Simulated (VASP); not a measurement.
# Al3InAs4 (P-4m2) in VASP: notebook, part 2 of 2

VASP 6.6.1. The steps go on from the part before.

**4. Relaxation of cell and atoms, PBE**

Input file INCAR:

```
SYSTEM = Al3InAs4
PREC = Accurate
ENCUT = 600
EDIFF = 1E-6
ISMEAR = 0
SIGMA = 0.1
LREAL = .False.
LASPH = .True.
NELM = 100
ALGO = Normal
ISIF = 3
LWAVE = .False.
LCHARG = .False.
GGA = PE
IBRION = 2
NSW = 90
EDIFFG = -0.04
```

Input file KPOINTS:

```
regular mesh
0
Gamma
  4 4 2
  0 0 0
```

Input file POSCAR:

```
Al3InAs4
1.0
    3.9005255000      0.0000000000      0.0000000000
    0.0000000000      3.9005255000      0.0000000000
    0.0000000000      0.0000000000     11.0323521300
Al In As
3 1 4
Direct
    0.5000000000      0.5000000000      0.2500000000
    0.0000000000      0.0000000000      0.5000000000
    0.5000000000      0.5000000000      0.7500000000
    0.0000000000      0.0000000000      0.0000000000
    0.5000000000      0.0000000000      0.1250000000
    0.0000000000      0.5000000000      0.3750000000
    0.5000000000      0.0000000000      0.6250000000
    0.0000000000      0.5000000000      0.8750000000
```

Potentials or basis: VASP PAW PBE potentials, release 64 (Al, In_d, As).

Run with:

```
> cat potpaw_PBE.64/Al/POTCAR potpaw_PBE.64/In_d/POTCAR potpaw_PBE.64/As/POTCAR > POTCAR
> mpirun -np 1 vasp_std > vasp.out
```

OUTCAR:

```text
SYSTEM = Al3InAs4
   PREC = Accurate
   ENCUT = 600
   EDIFF = 1E-6
   ISMEAR = 0
   LREAL = .False.
   LASPH = .True.
   NELM = 100
   ISIF = 3
   GGA = PE
   IBRION = 2
   NSW = 90
   EDIFFG = -0.04

 ion  position               nearest neighbor table
   1  0.500  0.500  0.250-   5 2.39   6 2.39   5 2.39   6 2.39
   2  0.000  0.000  0.500-   6 2.39   7 2.39   6 2.39   7 2.39
   3  0.500  0.500  0.750-   7 2.39   8 2.39   7 2.39   8 2.39
   4  0.000  0.000  0.000-   5 2.39   8 2.39   8 2.39   5 2.39
   5  0.500  0.000  0.125-   1 2.39   4 2.39   1 2.39   4 2.39
   6  0.000  0.500  0.375-   1 2.39   2 2.39   2 2.39   1 2.39
   7  0.500  0.000  0.625-   2 2.39   3 2.39   3 2.39   2 2.39
   8  0.000  0.500  0.875-   3 2.39   4 2.39   4 2.39   3 2.39

  LATTYP: Found a simple tetragonal cell.
 ALAT       =     3.9005255000
 C/A-ratio  =     2.8284271260

  Lattice vectors:

 A1 = (   3.9005255000,   0.0000000000,   0.0000000000)
 A2 = (   0.0000000000,   3.9005255000,   0.0000000000)
 A3 = (   0.0000000000,   0.0000000000,  11.0323521300)

Analysis of symmetry for initial positions (statically):
=====================================================================
 Subroutine PRICEL returns:
 Original cell was already a primitive cell.

 Routine SETGRP: Setting up the symmetry group for a
 simple tetragonal supercell.

 Subroutine GETGRP returns: Found  8 space group operations
[... 163 lines left out ...]
  ---------------------------------------------------
  free energy    TOTEN  =       -33.83230115 eV

  energy without entropy =      -33.83230115  energy(sigma->0) =      -33.83230115

 E-fermi :   5.9110     XC(G=0):  -9.5954

 val. band max:        5.4163292818   @ k =   0.0000   0.0000   0.0000
 cond. band min:       6.5750932849   @ k =   0.5000   0.5000   0.0000
 fundamental gap:      1.1587640031
 Fermi energy:         5.9110195874

 k-point     1 :       0.0000    0.0000    0.0000
  band No.  band energies     occupation
      1      -9.5667      2.00000
      2      -9.2307      2.00000
      3      -9.2307      2.00000
      4      -9.1010      2.00000
      5      -9.0148      2.00000
      6      -7.4570      2.00000
[... 456 lines left out ...]
  FREE ENERGIE OF THE ION-ELECTRON SYSTEM (eV)
  ---------------------------------------------------
  free  energy   TOTEN  =       -35.5106461213 eV

  energy  without entropy=      -35.5106461213  energy(sigma->0) =      -35.51064612

[... ionic steps 4 to 8 ...]

--------------------------------------- Ionic step        9  -------------------------------------------

 number of electron      41.9999985 magnetization

------------------------ aborting loop because EDIFF is reached ----------------------------------------
[... 79 lines left out ...]
--------------------------------------- Ionic step       11  -------------------------------------------

 number of electron      41.9999987 magnetization

 Free energy of the ion-electron system (eV)
  ---------------------------------------------------
  ext. energy  EPLUGINS =         0.00000000
  ---------------------------------------------------
  free energy    TOTEN  =       -35.62667280 eV

  energy without entropy =      -35.62667280  energy(sigma->0) =      -35.62667280

 E-fermi :   4.2447     XC(G=0):  -8.8876

 val. band max:        3.7502165687   @ k =   0.0000   0.0000   0.0000
 cond. band min:       4.7821916463   @ k =   0.0000   0.0000   0.0000
 fundamental gap:      1.0319750776
 Fermi energy:         4.2447071056

 k-point     1 :       0.0000    0.0000    0.0000
  band No.  band energies     occupation
      1     -10.4436      2.00000
      2     -10.3067      2.00000
      3     -10.3067      2.00000
      4     -10.2461      2.00000
      5     -10.2341      2.00000
      6      -7.9146      2.00000
[... 372 lines left out ...]
  FREE ENERGIE OF THE ION-ELECTRON SYSTEM (eV)
  ---------------------------------------------------
  free  energy   TOTEN  =       -35.6266728023 eV

  energy  without entropy=      -35.6266728023  energy(sigma->0) =      -35.62667280

 reached required accuracy - stopping structural energy minimisation
```

CONTCAR:

```text
Al3InAs4
   1.00000000000000
     4.1523920875620064    0.0000000000000000    0.0000000000000000
     0.0000000000000000    4.1523920875620064   -0.0000000000000000
     0.0000000000000000    0.0000000000000000   11.5813962165766675
  Al              In              As
     3     1     4
Direct
     0.5000000000000000    0.5000000000000000    0.2594338206701565
     1.0000000000000000    0.0000000000000000    0.5000000000000000
     0.5000000000000000    0.5000000000000000    0.7405661793298433
     1.0000000000000000    0.0000000000000000    0.0000000000000000
     0.5000000000000000    0.0000000000000000    0.1411850122978282
     0.0000000000000000    0.5000000000000000    0.3798457589882133
     0.5000000000000000    0.0000000000000000    0.6201542410117866
     1.0000000000000000    0.5000000000000000    0.8588149877021717

  0.00000000E+00  0.00000000E+00  0.00000000E+00
  0.00000000E+00  0.00000000E+00  0.00000000E+00
  0.00000000E+00  0.00000000E+00  0.00000000E+00
  0.00000000E+00  0.00000000E+00  0.00000000E+00
  0.00000000E+00  0.00000000E+00  0.00000000E+00
  0.00000000E+00  0.00000000E+00  0.00000000E+00
  0.00000000E+00  0.00000000E+00  0.00000000E+00
  0.00000000E+00  0.00000000E+00  0.00000000E+00
```

Run time: 3.9 min. Hardware: 1 thread of AMD EPYC 9R45 (Zen 5), shared host; peak memory 0.3 GiB.

What came out:

* Free energy: -35.6267 eV
* Relaxed volume: 24.96 Å³/atom
* Relaxed cell: a = 4.152 Å, b = 4.152 Å, c = 11.581 Å, α = 90.00°, β = 90.00°, γ = 90.00°
* Space group after relaxing (to 0.1 Å): P-4m2 (No. 115)
* Energy gained by relaxing: 224.3 meV/atom
* Ionic steps: 11
* Pressure after relaxing: -0.1 GPa
* Largest force after relaxing: 0.016 eV/Å
* Band gap on the k mesh: 1.03 eV

Forces in eV/Å, atoms in the order of the input:
```
Al   0.000  0.000 -0.001
Al   0.000  0.000  0.000
Al   0.000  0.000  0.001
In   0.000  0.000  0.000
As   0.000  0.000  0.001
As   0.000  0.000 -0.016
As   0.000  0.000  0.016
As   0.000  0.000 -0.001
```

Step by step:
```tsv
step	energy change (eV)	largest force (eV/Å)	pressure (GPa)	volume (Å³)
1	0.0000	2.4790	16.88	167.85
2	-1.1341	0.5012	-6.00	227.47
3	-1.6783	0.6378	-0.48	201.85
4	-1.6782	0.6614	-0.27	201.13
5	-1.7243	0.4229	-0.03	200.05
6	-1.7647	0.3075	0.70	197.36
7	-1.7833	0.2382	-0.37	200.61
8	-1.7833	0.2377	-0.38	200.64
9	-1.7937	0.0744	0.05	199.25
10	-1.7940	0.0428	0.13	198.99
11	-1.7944	0.0164	-0.08	199.69
```

Final structure:
```
CELL_PARAMETERS angstrom
4.15239 0.00000 0.00000
0.00000 4.15239 0.00000
0.00000 0.00000 11.58140
ATOMIC_POSITIONS crystal
Al 0.50000 0.50000 0.25943
Al 0.00000 0.00000 0.50000
Al 0.50000 0.50000 0.74057
In 0.00000 0.00000 0.00000
As 0.50000 0.00000 0.14119
As 0.00000 0.50000 0.37985
As 0.50000 0.00000 0.62015
As 0.00000 0.50000 0.85881
```

Caveat: the volume moved by over 15 % at a fixed basis, so the end points are rough; spin-orbit coupling is left out, which moves the levels of the heavy elements. A k mesh can miss the band edges.

**5. Single point, PBE**

This run uses another cell than the first one, of 24.87 Å³/atom.

Input file INCAR:

```
  ALGO = Normal
  EDIFF = 1E-7
  ENCUT = 520
  GGA = PE
  ISIF = 2
  ISMEAR = 0
  LASPH = T
  LCHARG = F
  LREAL = F
  LWAVE = F
  NBANDS = 31
  NELM = 60
  PREC = Accurate
  SIGMA = 0.02
```

Input file KPOINTS:

```
k-points
0
Gamma
  8 8 4
```

Input file POSCAR:

```
Al3InAs4
1.0
    4.1252185259      0.0000000000      0.0000000000
    0.0000000000      4.1252185259      0.0000000000
    0.0000000000      0.0000000000     11.6931033602
Al In As
3 1 4
Direct
    0.5000000000      0.5000000000      0.2591660295
    0.0000000000      0.0000000000      0.5000000000
    0.5000000000      0.5000000000      0.7408339705
    0.0000000000      0.0000000000      0.0000000000
    0.5000000000      0.0000000000      0.1407228452
    0.0000000000      0.5000000000      0.3796155796
    0.5000000000      0.0000000000      0.6203844204
    0.0000000000      0.5000000000      0.8592771548
```

Run with:

```
> cat potpaw_PBE.64/Al/POTCAR potpaw_PBE.64/In_d/POTCAR potpaw_PBE.64/As/POTCAR > POTCAR
> mpirun -np 1 vasp_std > vasp.out
```

Wall time 2.5 min (1 thread of AMD EPYC 9R45 (Zen 5), shared host); peak memory 0.41 GiB.

It converged, with:

* Free energy: -35.7815 eV
* Pressure: 0.1 GPa
* Band gap on the k mesh: 1.04 eV

Forces on the atoms (eV/Å):
```
Al   0.000  0.000  0.000
Al   0.000  0.000  0.000
Al   0.000  0.000  0.000
In   0.000  0.000  0.000
As   0.000  0.000 -0.003
As   0.000  0.000  0.000
As   0.000  0.000  0.000
As   0.000  0.000  0.003
```

Levels at points of the mesh, in eV from the valence-band top:
```csv
k point,band 18,band 19,band 20,band 21,band 22,band 23,band 24,band 25
"(0.00, 0.00, 0.00)",-1.20,-0.17,0.00,0.00,1.04,1.47,2.05,2.34
"(0.50, 0.00, 0.00)",-1.10,-0.93,-0.87,-0.40,1.47,1.69,2.88,3.14
"(0.50, 0.50, 0.00)",-2.26,-2.16,-2.16,-2.07,1.47,1.47,1.79,2.46
"(0.00, 0.00, 0.50)",-0.70,-0.70,-0.32,-0.32,1.52,1.85,2.27,2.42
"(0.50, 0.00, 0.50)",-1.15,-1.14,-1.11,-0.40,2.40,2.43,2.53,2.54
"(0.50, 0.50, 0.50)",-2.53,-2.50,-2.44,-2.44,2.39,2.39,2.53,2.53
```

Caveat: spin-orbit coupling is left out, which moves the levels of the heavy elements.

**6. Overview**

| task | cell | k mesh | cutoff (eV) | smearing | gap on the mesh (eV) | pressure (GPa) | largest force (eV/Å) |
| --- | --- | --- | --- | --- | --- | --- | --- |
| single point | a = 3.901, b = 3.901, c = 11.032 Å, 8 atoms, atomic positions A | 4 × 4 × 2 | 520 | gaussian 0.1 eV | 1.16 | 16.9 | 2.48 |
| single point | a = 4.142, b = 4.142, c = 11.579 Å, 8 atoms, atomic positions B | 4 × 4 × 2 | 520 | gaussian 0.1 eV | 1.06 | 0.2 | 0.01 |
| relaxation of cell and atoms | relaxed from a = 3.901, b = 3.901, c = 11.032 Å, 8 atoms, atomic positions A | 4 × 4 × 2 | 600 | gaussian 0.1 eV | 1.03 | -0.1 | 0.02 |
| single point | a = 4.125, b = 4.125, c = 11.693 Å, 8 atoms, atomic positions C | 8 × 8 × 4 | 520 | gaussian 0.02 eV | 1.04 | 0.1 | - |

Alike in all rows: level PBE; potentials or basis VASP PAW PBE potentials, release 64 (Al, In_d, As); no spin polarisation.

Caveats: spin-orbit coupling is left out, which moves the levels of the heavy elements; the cell stands under pressure (at least some runs); forces of over 1 eV/Å act on the atoms, so gaps and moduli don't describe the material at rest (at least some runs); the volume moved by over 15 % at a fixed basis, so the end points are rough (at least some runs).

Absolute energies hang on the potentials; compare differences alone.
